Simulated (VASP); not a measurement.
# CuGe4 in VASP: relaxation of the atoms with PBE

Aim: the relaxation of the atoms of CuGe4 with PBE.

Everything below comes from runs of VASP 6.6.1. Logs are shortened: lines on timing, memory, paths and dates and some standing lists are left out, and cuts for length are marked.

### 1 The cell of the first run

The cell holds a slab with vacuum, 5 atoms: a = 4.074 Å, b = 4.074 Å, c = 19.856 Å, α = 90.00°, β = 90.00°, γ = 90.00°.

### 2 Relaxation of the atoms, PBE

File INCAR:

```
PREC = Accurate ; ENCUT = 520
EDIFF = 1E-7 ; ISMEAR = 0
SIGMA = 0.1 ; LREAL = F
LASPH = T ; NELM = 100
ALGO = Fast ; ISIF = 2
LWAVE = F ; LCHARG = F
LDIPOL = T ; IDIPOL = 3
DIPOL = 0.5 0.5 0.345 ; GGA = PE
IBRION = 2 ; NSW = 36
EDIFFG = -0.025 ; KPAR = 4
```

File KPOINTS:

```
regular mesh
0
Gamma
  7 7 1
```

File POSCAR:

```
CuGe4
1.0
    4.0740542205      0.0000000000      0.0000000000
    0.0000000000      4.0740542205      0.0000000000
    0.0000000000      0.0000000000     19.8557568590
Ge Cu
4 1
Selective dynamics
Direct
    0.0000000000      0.5000000000      0.2014529100  F F F
    0.0000000000      0.0000000000      0.2739958855  F F F
    0.5000000000      0.0000000000      0.3493666156  F F F
    0.5000000000      0.5000000000      0.4208228837  F F F
    0.5000000000      1.0000000000      0.4810445936  F F T
```

Potentials or basis: VASP PAW PBE potentials, release 64 (Ge_d, Cu).

On the command line:

```bash
cat potpaw_PBE.64/Ge_d/POTCAR potpaw_PBE.64/Cu/POTCAR > POTCAR
mpirun -np 4 vasp_std > vasp.out
```

OUTCAR:

```text
PREC = Accurate
   ENCUT = 520
   EDIFF = 1E-7
   ISMEAR = 0
   LREAL = F
   LASPH = T
   NELM = 100
   ISIF = 2
   GGA = PE
   IBRION = 2
   NSW = 36
   EDIFFG = -0.025

 ion  position               nearest neighbor table
   1  0.000  0.500  0.201-   2 2.49   2 2.49
   2  0.000  0.000  0.274-   1 2.49   1 2.49   3 2.53   3 2.53
   3  0.500  0.000  0.349-   4 2.48   4 2.48   2 2.53   2 2.53   5 2.61
   4  0.500  0.500  0.421-   5 2.36   5 2.36   3 2.48   3 2.48
   5  0.500  0.000  0.481-   4 2.36   4 2.36   3 2.61

  LATTYP: Found a simple tetragonal cell.
 ALAT       =     4.0740542205
 C/A-ratio  =     4.8737095248

  Lattice vectors:

 A1 = (   4.0740542205,   0.0000000000,   0.0000000000)
 A2 = (   0.0000000000,   4.0740542205,   0.0000000000)
 A3 = (   0.0000000000,   0.0000000000,  19.8557568590)

Analysis of symmetry for initial positions (statically):
=====================================================================
 Subroutine PRICEL returns:
 Original cell was already a primitive cell.

 Routine SETGRP: Setting up the symmetry group for a
 simple tetragonal supercell.

 Subroutine GETGRP returns: Found  4 space group operations
 (whereof  4 operations were pure point group operations)
 out of a pool of 16 trial point group operations.

The static configuration has the point symmetry C_2v.

Analysis of symmetry for dynamics (positions and initial velocities):
=====================================================================
 Subroutine PRICEL returns:
 Original cell was already a primitive cell.

 Routine SETGRP: Setting up the symmetry group for a
 simple tetragonal supercell.

 Subroutine GETGRP returns: Found  4 space group operations
 (whereof  4 operations were pure point group operations)
 out of a pool of 16 trial point group operations.

The dynamic configuration has the point symmetry C_2v.

Analysis of constrained symmetry for selective dynamics:
=====================================================================
 Subroutine PRICEL returns:
 Original cell was already a primitive cell.

 Routine SETGRP: Setting up the symmetry group for a
 simple tetragonal supercell.

 Subroutine GETGRP returns: Found  4 space group operations
 (whereof  4 operations were pure point group operations)
 out of a pool of 16 trial point group operations.

The constrained configuration has the point symmetry C_2v.

 Subroutine INISYM returns: Found  4 space group operations
 (whereof  4 operations are pure point group operations),
 and found     1 'primitive' translations

----------------------------------------------------------------------------------------

                                     Primitive cell

  volume of cell :     329.5642

  direct lattice vectors                    reciprocal lattice vectors
     4.074054220  0.000000000  0.000000000     0.245455742  0.000000000  0.000000000
     0.000000000  4.074054220  0.000000000     0.000000000  0.245455742  0.000000000
     0.000000000  0.000000000 19.855756859     0.000000000  0.000000000  0.050363228

  length of vectors
     4.074054220  4.074054220 19.855756859     0.245455742  0.245455742  0.050363228

  position of ions in fractional coordinates (direct lattice)
     0.000000000  0.500000000  0.201452910
     0.000000000  0.000000000  0.273995885
     0.500000000  0.000000000  0.349366616
     0.500000000  0.500000000  0.420822884
     0.500000000  0.000000000  0.481044594

  ion indices of the primitive-cell ions
   primitive index   ion index
[... 81 lines left out ...]
   EMIN   =  10.00;   EMAX   =-10.00  energy-range for DOS
   EFERMI =   0.00;   METHOD = LEGACY
   ISMEAR =     0;   SIGMA  =   0.10  broadening in eV -4-tet -1-fermi 0-gaus
   EFERMI_NEDOS =   21; number of points for ismear=-14 and -15
   IALGO  =     68    algorithm
   IMIX   =      4    mixing-type and parameters
     AMIX     =   0.40;   BMIX     =  1.00
     AMIX_MAG =   1.60;   BMIX_MAG =  1.00
  volume/ion in A,a.u.               =      65.91       444.80
  Fermi-wavevector in a.u.,A,eV,Ry     =   0.962616  1.819080 12.607561  0.926630
  Thomas-Fermi vector in A             =   2.092090
   LORBIT       =      0    0 simple, 1 ext, 2 COOP (PROOUT), +10 PAW based schemes
   GGA     = PE    functional components
   LHFCALC =     F    Hartree Fock is set to
   AEXX    =    0.0000 exact exchange contribution
   IVDW    =     0    specifies the selected vdW correction
   LEPSILON=     F    determine dielectric tensor
   LRPA    =     F    only Hartree local field effects (RPA)
 conjugate gradient relaxation of ions
 non-spin polarized calculation
 RMM-DIIS sequential band-by-band and
 Gauss-broadening in eV      SIGMA  =   0.10
  energy-cutoff  :      520.00
  volume of cell :      329.56
 maximum number of plane-waves:      8917
   NGX = 15   NGY = 15   NGZ = 73

 dipolmoment           0.000000      0.000000      0.061491 electrons x Angstroem

--------------------------------------- Ionic step        1  -------------------------------------------

 number of electron      66.9999924 magnetization

 Free energy of the ion-electron system (eV)
  ---------------------------------------------------
  ext. energy  EPLUGINS =         0.00000000
  ---------------------------------------------------
  free energy    TOTEN  =       -18.20959494 eV

  energy without entropy =      -18.20045762  energy(sigma->0) =      -18.20502628

------------------------ aborting loop because EDIFF is reached ----------------------------------------

  FORCE on cell =-STRESS in cart. coord.  units (eV):
  Direction    XX          YY          ZZ          XY          YZ          ZX
  --------------------------------------------------------------------------------------
  -------------------------------------------------------------------------------------
  Total       -2.4991260      0.6863442      0.6694746      0.0000000      0.0000000      0.0000000
  in kB      -12.1495077      3.3366642      3.2546524      0.0000000      0.0000000      0.0000000
  external PRESSURE =      -1.8527303 kB  Pullay stress =       0.0000000 kB

 VOLUME and BASIS-vectors are now :
 -----------------------------------------------------------------------------
  energy-cutoff  :      520.00
  volume of cell :      329.56
      direct lattice vectors                 reciprocal lattice vectors
     4.074054220  0.000000000  0.000000000     0.245455742  0.000000000  0.000000000
     0.000000000  4.074054220  0.000000000     0.000000000  0.245455742  0.000000000
     0.000000000  0.000000000 19.855756859     0.000000000  0.000000000  0.050363228

 POSITION                                       TOTAL-FORCE (eV/Angst)
 -----------------------------------------------------------------------------------
      0.00000      2.03703      4.00000         0.000000      0.000000      0.015195
      0.00000      0.00000      5.44040         0.000000      0.000000      0.019418
      2.03703      0.00000      6.93694         0.000000      0.000000     -0.607504
      2.03703      2.03703      8.35576         0.000000      0.000000      0.602969
      2.03703      0.00000      9.55150         0.000000      0.000000     -0.030077
 -----------------------------------------------------------------------------------
    total drift:                                0.000000      0.000000      0.002035

  FREE ENERGIE OF THE ION-ELECTRON SYSTEM (eV)
  ---------------------------------------------------
  free  energy   TOTEN  =       -18.2095949358 eV

  energy  without entropy=      -18.2004576164  energy(sigma->0) =      -18.20502628

--------------------------------------- Ionic step        2  -------------------------------------------

 number of electron      66.9999925 magnetization

 dipolmoment           0.000000      0.000000     -0.064104 electrons x Angstroem

 Free energy of the ion-electron system (eV)
  ---------------------------------------------------
  ext. energy  EPLUGINS =         0.00000000
  ---------------------------------------------------
  free energy    TOTEN  =       -18.20963473 eV

  energy without entropy =      -18.20050461  energy(sigma->0) =      -18.20506967

 E-fermi :  -1.4951     XC(G=0):  -4.2463

 val. band max:       -1.5557049377   @ k =   0.4286   0.4286   0.0000
 cond. band min:      -1.4676935259   @ k =   0.4286   0.1429   0.0000
 fundamental gap:      0.0880114119
 Fermi energy:        -1.4951316446

 k-point     1 :       0.0000    0.0000    0.0000
  band No.  band energies     occupation
      1     -26.1769      2.00000
      2     -26.1341      2.00000
      3     -26.1295      2.00000
      4     -26.1264      2.00000
      5     -26.0852      2.00000
      6     -25.9956      2.00000
[... 677 lines left out ...]
     39       2.4029      0.00000
     40       2.9772      0.00000

------------------------ aborting loop because EDIFF is reached ----------------------------------------

 vacuum level on the upper side and lower side of the slab       (xc-potential included)        -0.426         0.252

  FORCE on cell =-STRESS in cart. coord.  units (eV):
  Direction    XX          YY          ZZ          XY          YZ          ZX
  --------------------------------------------------------------------------------------
  -------------------------------------------------------------------------------------
  Total       -2.4961634      0.7034170      0.6823101      0.0000000      0.0000000      0.0000000
  in kB      -12.1351050      3.4196634      3.3170523      0.0000000      0.0000000      0.0000000
  external PRESSURE =      -1.7994631 kB  Pullay stress =       0.0000000 kB

 VOLUME and BASIS-vectors are now :
 -----------------------------------------------------------------------------
  energy-cutoff  :      520.00
  volume of cell :      329.56
      direct lattice vectors                 reciprocal lattice vectors
     4.074054220  0.000000000  0.000000000     0.245455742  0.000000000  0.000000000
     0.000000000  4.074054220  0.000000000     0.000000000  0.245455742  0.000000000
     0.000000000  0.000000000 19.855756859     0.000000000  0.000000000  0.050363228

 POSITION                                       TOTAL-FORCE (eV/Angst)
 -----------------------------------------------------------------------------------
      0.00000      2.03703      4.00000         0.000000      0.000000      0.015117
      0.00000      0.00000      5.44040         0.000000      0.000000      0.019200
      2.03703      0.00000      6.93694         0.000000      0.000000     -0.610136
      2.03703      2.03703      8.35576         0.000000      0.000000      0.599749
      2.03703      0.00000      9.55005         0.000000      0.000000     -0.023930
 -----------------------------------------------------------------------------------
    total drift:                                0.000000      0.000000      0.002804

  FREE ENERGIE OF THE ION-ELECTRON SYSTEM (eV)
  ---------------------------------------------------
  free  energy   TOTEN  =       -18.2096347251 eV

  energy  without entropy=      -18.2005046144  energy(sigma->0) =      -18.20506967

 reached required accuracy - stopping structural energy minimisation

 vacuum level on the upper side and lower side of the slab         2.541         3.238
```

Wall time 4.3 min (4 MPI ranks of Oxide Virtual Turin-like, shared host); peak memory 0.47 GiB.

What came out:

| Quantity | Value |
| --- | --- |
| Free energy | -18.2096 eV |
| Energy gained by relaxing | 0.0 meV/atom |
| Ionic steps | 2 |
| Band gap on the k mesh | zero (an odd number of electrons rules out a gap without spin polarisation) |

Final structure:
```xyz
5
Lattice="4.0741 0.0000 0.0000 0.0000 4.0741 0.0000 0.0000 0.0000 19.8558" Properties=species:S:1:pos:R:3 pbc="T T T"
Ge    0.0000    2.0370    4.0000
Ge    0.0000    0.0000    5.4404
Ge    2.0370    0.0000    6.9369
Ge    2.0370    2.0370    8.3558
Cu    2.0370    0.0000    9.5501
```

Levels at points of the mesh, in eV from the Fermi level:
```csv
k point,band 31,band 32,band 33,band 34,band 35,band 36
"(0.00, 0.00, 0.00)",-1.61,-0.83,-0.47,0.90,1.17,1.43
```

Caveat: an odd number of electrons without spin polarisation forces a metal; a magnetic or distorted state may lie lower.

The gap in the log of VASP goes by the Fermi energy; the results here count the filled bands.